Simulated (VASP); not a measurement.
# W (Im-3m) in VASP: single point with LDA

Aim: the single point of W with LDA.

Everything below comes from runs of VASP 6.6.1. Logs are shortened: lines on timing, memory, paths and dates and some standing lists are left out, and cuts for length are marked.

## 1. The cell of the first run

Symmetry: Im-3m, No. 229, cubic system. Conventional cell: a = 3.184 Å, b = 3.184 Å, c = 3.184 Å, α = 90.00°, β = 90.00°, γ = 90.00°. Within 3.6 Å of W (site symmetry m-3m) lie 14 W at 2.76 to 3.18 Å.

## 2. Single point, LDA

INCAR

```
ALGO = Normal
EDIFF = 1E-6
ENCUT = 500
GGA_COMPAT = False
ISIF = 2
ISMEAR = 1
LASPH = True
LCHARG = True
LELF = True
LREAL = False
LVHAR = True
LWAVE = False
NBANDS = 126
NELM = 120
PREC = Accurate
SIGMA = 0.1
```

KPOINTS

```
k-points
0
Gamma
  3 3 3
```

POSCAR

```
W
1.0
    6.3684112237      0.0000000000      0.0000000000
    0.0000000000      6.3684112237      0.0000000000
    0.0000000000      0.0000000000      6.3684112237
W
16
Direct
    0.0000000000      0.0000000000      0.0000000000
    0.2500000000      0.2500000000      0.2500000000
    0.0000000000      0.0000000000      0.5000000000
    0.2500000000      0.2500000000      0.7500000000
    0.0000000000      0.5000000000      0.0000000000
    0.2500000000      0.7500000000      0.2500000000
    0.0000000000      0.5000000000      0.5000000000
    0.2500000000      0.7500000000      0.7500000000
    0.5000000000      0.0000000000      0.0000000000
    0.7500000000      0.2500000000      0.2500000000
    0.5000000000      0.0000000000      0.5000000000
    0.7500000000      0.2500000000      0.7500000000
    0.5000000000      0.5000000000      0.0000000000
    0.7500000000      0.7500000000      0.2500000000
    0.5000000000      0.5000000000      0.5000000000
    0.7500000000      0.7500000000      0.7500000000
```

Potentials or basis: VASP PAW LDA potentials, release 64 (W_sv).

Launch:

```sh
$ cat potpaw_LDA.64/W_sv/POTCAR > POTCAR
$ mpirun -np 1 vasp_std > vasp.out
```

OUTCAR:

```text
EDIFF = 1E-6
   ENCUT = 500
   ISIF = 2
   ISMEAR = 1
   LASPH = True
   LREAL = False
   NELM = 120
   PREC = Accurate

 ion  position               nearest neighbor table
   1  0.000  0.000  0.000-   2 2.76   4 2.76   6 2.76   8 2.76  10 2.76  12 2.76  14 2.76  16 2.76
                             5 3.18   9 3.18   3 3.18   3 3.18   5 3.18   9 3.18
   2  0.250  0.250  0.250-   1 2.76   3 2.76   5 2.76   7 2.76   9 2.76  11 2.76  13 2.76  15 2.76
                             4 3.18   6 3.18  10 3.18   4 3.18   6 3.18  10 3.18
   3  0.000  0.000  0.500-   2 2.76   4 2.76   6 2.76   8 2.76  10 2.76  12 2.76  14 2.76  16 2.76
                             1 3.18   7 3.18  11 3.18   1 3.18   7 3.18  11 3.18
   4  0.250  0.250  0.750-   1 2.76   3 2.76   5 2.76   7 2.76   9 2.76  11 2.76  13 2.76  15 2.76
                            12 3.18   2 3.18   8 3.18   2 3.18   8 3.18  12 3.18
   5  0.000  0.500  0.000-   2 2.76   4 2.76   6 2.76   8 2.76  10 2.76  12 2.76  14 2.76  16 2.76
                            13 3.18   7 3.18   1 3.18   7 3.18   1 3.18  13 3.18
   6  0.250  0.750  0.250-   1 2.76   3 2.76   5 2.76   7 2.76   9 2.76  11 2.76  13 2.76  15 2.76
                             2 3.18  14 3.18   8 3.18   8 3.18   2 3.18  14 3.18
   7  0.000  0.500  0.500-   2 2.76   4 2.76   6 2.76   8 2.76  10 2.76  12 2.76  14 2.76  16 2.76
                             3 3.18  15 3.18   5 3.18   5 3.18   3 3.18  15 3.18
   8  0.250  0.750  0.750-   1 2.76   3 2.76   5 2.76   7 2.76   9 2.76  11 2.76  13 2.76  15 2.76
                             6 3.18   4 3.18  16 3.18   6 3.18   4 3.18  16 3.18
   9  0.500  0.000  0.000-   2 2.76   4 2.76   6 2.76   8 2.76  10 2.76  12 2.76  14 2.76  16 2.76
                            13 3.18  11 3.18   1 3.18  11 3.18  13 3.18   1 3.18
  10  0.750  0.250  0.250-   1 2.76   3 2.76   5 2.76   7 2.76   9 2.76  11 2.76  13 2.76  15 2.76
                             2 3.18  14 3.18  12 3.18  12 3.18  14 3.18   2 3.18
  11  0.500  0.000  0.500-   2 2.76   4 2.76   6 2.76   8 2.76  10 2.76  12 2.76  14 2.76  16 2.76
                             3 3.18  15 3.18   9 3.18   9 3.18  15 3.18   3 3.18
  12  0.750  0.250  0.750-   1 2.76   3 2.76   5 2.76   7 2.76   9 2.76  11 2.76  13 2.76  15 2.76
                            10 3.18   4 3.18  16 3.18  10 3.18  16 3.18   4 3.18
  13  0.500  0.500  0.000-   2 2.76   4 2.76   6 2.76   8 2.76  10 2.76  12 2.76  14 2.76  16 2.76
                             5 3.18  15 3.18   9 3.18  15 3.18   9 3.18   5 3.18
  14  0.750  0.750  0.250-   1 2.76   3 2.76   5 2.76   7 2.76   9 2.76  11 2.76  13 2.76  15 2.76
                            10 3.18   6 3.18  16 3.18  16 3.18  10 3.18   6 3.18
  15  0.500  0.500  0.500-   2 2.76   4 2.76   6 2.76   8 2.76  10 2.76  12 2.76  14 2.76  16 2.76
                            13 3.18  11 3.18   7 3.18  13 3.18  11 3.18   7 3.18
  16  0.750  0.750  0.750-   1 2.76   3 2.76   5 2.76   7 2.76   9 2.76  11 2.76  13 2.76  15 2.76
                             8 3.18  14 3.18  12 3.18  14 3.18  12 3.18   8 3.18

  LATTYP: Found a simple cubic cell.
 ALAT       =     6.3684112237

  Lattice vectors:

 A1 = (   6.3684112237,   0.0000000000,   0.0000000000)
 A2 = (   0.0000000000,   6.3684112237,   0.0000000000)
 A3 = (   0.0000000000,   0.0000000000,   6.3684112237)

Analysis of symmetry for initial positions (statically):
=====================================================================
 Subroutine PRICEL returns following result:

  LATTYP: Found a body centered cubic cell.
 ALAT       =     3.1842056119

  Lattice vectors:

 A1 = (   1.5921028059,   1.5921028059,  -1.5921028059)
 A2 = (  -1.5921028059,   1.5921028059,   1.5921028059)
 A3 = (   1.5921028059,  -1.5921028059,   1.5921028059)

  16 primitive cells build up your supercell.

 Routine SETGRP: Setting up the symmetry group for a
 simple cubic supercell.

 Subroutine GETGRP returns: Found 48 space group operations
 (whereof 48 operations were pure point group operations)
 out of a pool of 48 trial point group operations.

The static configuration has the point symmetry O_h .

Analysis of symmetry for dynamics (positions and initial velocities):
=====================================================================
 Subroutine PRICEL returns following result:

  LATTYP: Found a body centered cubic cell.
 ALAT       =     3.1842056119

  Lattice vectors:

 A1 = (   1.5921028059,   1.5921028059,  -1.5921028059)
 A2 = (  -1.5921028059,   1.5921028059,   1.5921028059)
 A3 = (   1.5921028059,  -1.5921028059,   1.5921028059)

  16 primitive cells build up your supercell.

 Routine SETGRP: Setting up the symmetry group for a
 simple cubic supercell.

 Subroutine GETGRP returns: Found 48 space group operations
 (whereof 48 operations were pure point group operations)
[... 33 lines left out ...]
Automatic generation of k-mesh.
 Grid dimensions read from file:
 generate k-points for:    3    3    3

 Generating k-lattice:

  Cartesian coordinates                     Fractional coordinates (reciprocal lattice)
     0.052341679  0.000000000  0.000000000     0.333333333  0.000000000  0.000000000
     0.000000000  0.052341679  0.000000000     0.000000000  0.333333333  0.000000000
     0.000000000  0.000000000  0.052341679     0.000000000  0.000000000  0.333333333

  Length of vectors
     0.052341679  0.052341679  0.052341679

  Shift w.r.t. Gamma in fractional coordinates (k-lattice)
     0.000000000  0.000000000  0.000000000

 Subroutine IBZKPT returns following result:
 ===========================================

 Found      4 irreducible k-points:

 Following reciprocal coordinates:
            Coordinates               Weight
  0.000000  0.000000  0.000000      1.000000
  0.333333  0.000000  0.000000      6.000000
  0.333333  0.333333  0.000000     12.000000
  0.333333  0.333333  0.333333      8.000000
   k-points           NKPTS =      4   k-points in BZ     NKDIM =      4   number of bands    NBANDS=    126
   number of dos      NEDOS =    301   number of ions     NIONS =     16
   total plane-waves  NPLWV = 110592
   dimension x,y,z NGX =    48 NGY =   48 NGZ =   48
   dimension x,y,z NGXF=    96 NGYF=   96 NGZF=   96
   ions per type =              16
   NGX,Y,Z   is equivalent  to a cutoff of  12.53, 12.53, 12.53 a.u.
   NGXF,Y,Z  is equivalent  to a cutoff of  25.06, 25.06, 25.06 a.u.
 SYSTEM =  unknown system
   PREC   = accura    normal or accurate (medium, high low for compatibility)
   ISTART =      0    job   : 0-new  1-cont  2-samecut
   ICHARG =      2    charge: 1-file 2-atom 10-const
   ISPIN  =      1    spin polarized calculation?
   LNONCOLLINEAR =      F non collinear calculations
   LSORBIT =      F    spin-orbit coupling
   LASPH  =      T    aspherical Exc in radial PAW
   ENCUT  =  500.0 eV  36.75 Ry    6.06 a.u.  11.61 11.61 11.61*2*pi/ulx,y,z
   NELM   =    120;   NELMIN=  2; NELMDL= -5     # of ELM steps
   EDIFF  = 0.1E-05   stopping-criterion for ELM
   LREAL  =      F    real-space projection
   EDIFFG = 0.1E-04   stopping-criterion for IOM
   NSW    =      0    number of steps for IOM
   IBRION =     -1    ionic relax: 0-MD 1-quasi-New 2-CG
   NFREE  =      0    steps in history (QN), initial steepest desc. (CG)
   ISIF   =      2    stress and relaxation
   ISYM   =      2    0-nonsym 1-usesym 2-fastsym
   POTIM  = 0.5000    time-step for ionic-motion
   TEBEG  =    0.0;   TEEND  =   0.0 temperature during run
   PSTRESS=    0.0 pullay stress
   NELECT =     224.0000    total number of electrons
   NUPDOWN=      -1.0000    fix difference up-down
   EMIN   =  10.00;   EMAX   =-10.00  energy-range for DOS
   EFERMI =   0.00;   METHOD = LEGACY
   ISMEAR =     1;   SIGMA  =   0.10  broadening in eV -4-tet -1-fermi 0-gaus
   EFERMI_NEDOS =   21; number of points for ismear=-14 and -15
   IALGO  =     38    algorithm
   IMIX   =      4    mixing-type and parameters
     AMIX     =   0.40;   BMIX     =  1.00
     AMIX_MAG =   1.60;   BMIX_MAG =  1.00
  volume/ion in A,a.u.               =      16.14       108.94
  Fermi-wavevector in a.u.,A,eV,Ry     =   1.561204  2.950248 33.162281  2.437359
  Thomas-Fermi vector in A             =   2.664304
   LORBIT       =      0    0 simple, 1 ext, 2 COOP (PROOUT), +10 PAW based schemes
   GGA     = CA    functional components
   LHFCALC =     F    Hartree Fock is set to
   AEXX    =    0.0000 exact exchange contribution
   IVDW    =     0    specifies the selected vdW correction
   LEPSILON=     F    determine dielectric tensor
   LRPA    =     F    only Hartree local field effects (RPA)
 non-spin polarized calculation
 Methfessel and Paxton  Order N= 1 SIGMA  =   0.10
  energy-cutoff  :      500.00
  volume of cell :      258.28
 maximum number of plane-waves:      6619
 NGX is ok and might be reduce to    48
   NGX = 23   NGY = 23   NGZ = 23

 number of electron     223.9999948 magnetization

 Free energy of the ion-electron system (eV)
  ---------------------------------------------------
  ext. energy  EPLUGINS =         0.00000000
  ---------------------------------------------------
  free energy    TOTEN  =      -225.48223846 eV

  energy without entropy =     -225.47319247  energy(sigma->0) =     -225.47922313

 E-fermi :  11.0728     XC(G=0): -13.7272

 val. band max:       11.0692027116   @ k =   0.3333   0.3333   0.0000
 cond. band min:      11.2800040424   @ k =   0.3333   0.3333   0.0000
 fundamental gap:      0.2108013308
 Fermi energy:        11.0727646793

 k-point     1 :       0.0000    0.0000    0.0000
  band No.  band energies     occupation
      1     -62.7134      2.00000
      2     -62.5943      2.00000
      3     -62.5943      2.00000
      4     -62.5943      2.00000
      5     -62.5943      2.00000
      6     -62.5943      2.00000
[... 497 lines left out ...]
    123      12.9412     -0.00000
    124      12.9524     -0.00000
 [bands above 124 left out]

------------------------ aborting loop because EDIFF is reached ----------------------------------------

  FORCE on cell =-STRESS in cart. coord.  units (eV):
  Direction    XX          YY          ZZ          XY          YZ          ZX
  --------------------------------------------------------------------------------------
  -------------------------------------------------------------------------------------
  Total      -20.5350935    -20.5350935    -20.5350935      0.0000000      0.0000000     -0.0000000
  in kB     -127.3837322   -127.3837322   -127.3837322      0.0000000      0.0000000     -0.0000000
  external PRESSURE =    -127.3837322 kB  Pullay stress =       0.0000000 kB

 VOLUME and BASIS-vectors are now :
 -----------------------------------------------------------------------------
  energy-cutoff  :      500.00
  volume of cell :      258.28
      direct lattice vectors                 reciprocal lattice vectors
     6.368411224  0.000000000  0.000000000     0.157025036  0.000000000  0.000000000
     0.000000000  6.368411224  0.000000000     0.000000000  0.157025036  0.000000000
     0.000000000  0.000000000  6.368411224     0.000000000  0.000000000  0.157025036

 POSITION                                       TOTAL-FORCE (eV/Angst)
 -----------------------------------------------------------------------------------
      0.00000      0.00000      0.00000         0.000000     -0.000000      0.000000
      1.59210      1.59210      1.59210         0.000000      0.000000     -0.000000
      0.00000      0.00000      3.18421        -0.000000     -0.000000     -0.000000
      1.59210      1.59210      4.77631        -0.000000      0.000000     -0.000000
      0.00000      3.18421      0.00000         0.000000     -0.000000      0.000000
      1.59210      4.77631      1.59210         0.000000     -0.000000      0.000000
[... 8 lines left out ...]
      3.18421      3.18421      3.18421        -0.000000      0.000000     -0.000000
      4.77631      4.77631      4.77631        -0.000000     -0.000000     -0.000000
 -----------------------------------------------------------------------------------
    total drift:                                0.000000      0.000000      0.000000

  FREE ENERGIE OF THE ION-ELECTRON SYSTEM (eV)
  ---------------------------------------------------
  free  energy   TOTEN  =      -225.4822384627 eV

  energy  without entropy=     -225.4731924739  energy(sigma->0) =     -225.47922313
```

Run time: 3.3 min. Hardware: 1 thread of Oxide Virtual Turin-like, shared host; peak memory 0.25 GiB.

What came out:

```
Free energy            : -225.4822 eV
Pressure               : -12.7 GPa
Band gap on the k mesh : zero (bands 112 and 113 overlap by 0.07 eV)
```

Levels at points of the mesh, in eV from the Fermi level:
```tsv
k point	band 109	band 110	band 111	band 112	band 113	band 114	band 115	band 116
(0.00, 0.00, 0.00)	-0.54	-0.54	-0.54	-0.54	0.75	0.75	0.75	0.75
```

Caveat: the cell stands under tension; spin-orbit coupling is left out, which moves the levels of the heavy elements.

The gap in the log of VASP goes by the Fermi energy; the results here count the filled bands.